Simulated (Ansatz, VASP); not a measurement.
**Mg: VASP beside Ansatz**

```
Mg
1.0
     4.17113    0.00000    0.00000
     0.00000    4.17113    0.00000
     0.00000    0.00000    4.17113
Mg
3
Direct
  0.00000 0.50000 0.50000
  0.50000 0.00000 0.50000
  0.50000 0.50000 0.00000
```

Alike in both runs: task single point; functional PBE; k mesh 4 × 4 × 4; occupations gaussian, width 0.1 eV; no spin polarisation.

|  | VASP | Ansatz |
| --- | --- | --- |
| version | VASP 6.6.1 | Ansatz 0.2.0 |
| potentials or method | VASP PAW PBE potentials, release 64 (Mg), cutoff 520 eV | scalar-relativistic, plane waves, PAW |
| valence electrons in the cell | 6 | 30 |

|  | VASP | Ansatz | Ansatz less VASP |
| --- | --- | --- | --- |
| gap on the k mesh at the Fermi level (eV) | none | none | - |
| pressure (GPa) | 5.0 | 5.0 | +0.05 |

A gap of «none» marks a metal or a gap that the smearing closes. VASP's potentials hold 6 valence electrons a cell and Ansatz's 30, so a difference there can come from the potentials and not from the codes.

The k mesh is coarse, so the values compare programs but aren't converged.
